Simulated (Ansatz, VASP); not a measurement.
## Two plane-wave programs on Hf

INCAR

```
SYSTEM = Hf
ALGO = Fast ; EDIFF = 1E-7
ENCUT = 520 ; GGA = PS
ISIF = 2 ; ISMEAR = 0
LASPH = .True. ; LCHARG = .True.
LELF = .True. ; LREAL = .False.
LVHAR = .True. ; LWAVE = .False.
NBANDS = 17 ; NELM = 80
PREC = Accurate ; SIGMA = 0.15
```

File KPOINTS:

```
k-points
0
Gamma
  18 18 10
  0 0 0
```

Contents of POSCAR:

```
Hf
1.0
    2.9569461349      0.0000000000      0.0000000000
   -1.4784730674      2.9760537900      0.0000000000
    0.0000000000      0.0000000000      5.0578000000
Hf
2
Direct
    0.3333333333      0.6666666667      0.2500000000
    0.6666666667      0.3333333333      0.7500000000
```

Input for Ansatz:

```yaml
crystal:
  lattice:
    - [2.9569461349, 0.0, 0.0]
    - [-1.4784730674, 2.97605379, 0.0]
    - [0.0, 0.0, 5.0578]
  atoms:
    - { symbol: Hf, position: [0.3333333333, 0.6666666667, 0.25] }
    - { symbol: Hf, position: [0.6666666667, 0.3333333333, 0.75] }
basis:
  ecutwfc: 420
kpoints:
  mp_grid: { grid: [18, 18, 10] }
hamiltonian:
  xc: pbesol
scf:
  occupations: { method: gaussian, width: 0.15 }
output:
  forces: true
  stress: true
  eigenvalues: true
```

Change from the starting cell: strain -0.0750 x Voigt [1, -1, 0, 0, 0, 0], atoms carried along.

Alike in both runs: task single point; functional PBEsol; k mesh 18 × 18 × 10; occupations gaussian, width 0.15 eV; no spin polarisation.

```csv
,VASP,Ansatz
version,VASP 6.6.1,Ansatz 0.2.0
potentials or method,"VASP PAW PBE potentials, release 64 (Hf_pv), cutoff 520 eV","scalar-relativistic, plane waves, PAW"
valence electrons in the cell,20,52
```

|  | VASP | Ansatz | Ansatz less VASP |
| --- | --- | --- | --- |
| gap on the k mesh at the Fermi level (eV) | none | none | - |
| pressure (GPa) | -3.1 | -2.7 | +0.35 |
| traceless stress, the component that is largest in VASP (GPa) | 9.93 | 9.90 | -0.031 |
| rms of the force components (eV/Å) | 0.137 | 0.139 | +0.0015 |

VASP's potentials were made for PBE, not for PBEsol. Atom by atom the forces differ by 0.001 eV/Å (rms over components). A gap of «none» marks a metal or a gap that the smearing closes. With one functional, cell and mesh, what is left measures potentials, basis and numerics. VASP's potentials hold 20 valence electrons a cell and Ansatz's 52, so a difference there can come from the potentials and not from the codes.

Spin-orbit coupling is off throughout.
